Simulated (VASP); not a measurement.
Runs of VASP 6.6.1 on Ru. The structure is that of space group P6_3/mmc (No. 194), or close to it. The cells are those of the table. 

| task | level | potentials or basis | spin | cell | k mesh | cutoff (eV) | gap on the mesh (eV) | pressure (GPa) | moment (μB) | relaxed volume (Å³/atom) |
| --- | --- | --- | --- | --- | --- | --- | --- | --- | --- | --- |
| single point | LDA | VASP PAW LDA potentials, release 64 (Ru_pv) | non-collinear, zero start, SOC | a = 2.669, b = 2.669, c = 4.224 Å, angles 90.0, 90.0, 120.0°, 2 atoms | 11 × 11 × 6 | 520 | - | 2.9 | 0.00 | - |
| relaxation of cell and atoms | PBEsol | VASP PAW PBE potentials, release 64 (Ru_pv) | off | relaxed from a = 2.706, b = 2.706, c = 4.282 Å, angles 90.0, 90.0, 120.0°, 2 atoms | 11 × 11 × 6 | 600 | none | 0.0 | - | 13.32 |
| relaxation of cell and atoms | r2SCAN+D4 | VASP PAW PBE potentials, release 64 (Ru_pv) | off | relaxed from a = 2.706, b = 2.706, c = 4.282 Å, angles 90.0, 90.0, 120.0°, 2 atoms | 11 × 11 × 6 | 600 | none | 0.0 | - | (a) |
| single point | PBE | VASP PAW PBE potentials, release 64 (Ru_pv) | off | a = 2.706, b = 2.706, c = 4.239 Å, angles 90.0, 90.0, 120.0°, 2 atoms | 9 × 9 × 5 | 520 | none | (b) | - | - |
| single point | LDA | VASP PAW LDA potentials, release 64 (Ru_pv) | non-collinear, zero start, SOC | a = 2.724, b = 2.724, c = 4.310 Å, angles 90.0, 90.0, 120.0°, 2 atoms | 11 × 11 × 6 | 520 | - | -17.0 | 0.00 | - |

Alike in all rows: smearing fermi-dirac 0.05 eV.

Q: Fill in the values left out.

A: (a) 13.48; (b) 7.9.

Caveats: the PAW data sets were made with another functional, which shifts forces and pressure a little (at least some runs); the cell stands under pressure (at least some runs); the cell stands under tension (at least some runs).

A k mesh can miss the band edges, and rows without SOC leave out spin-orbit coupling on Ru.

A gap of «none» marks levels without a gap at the run's occupations.
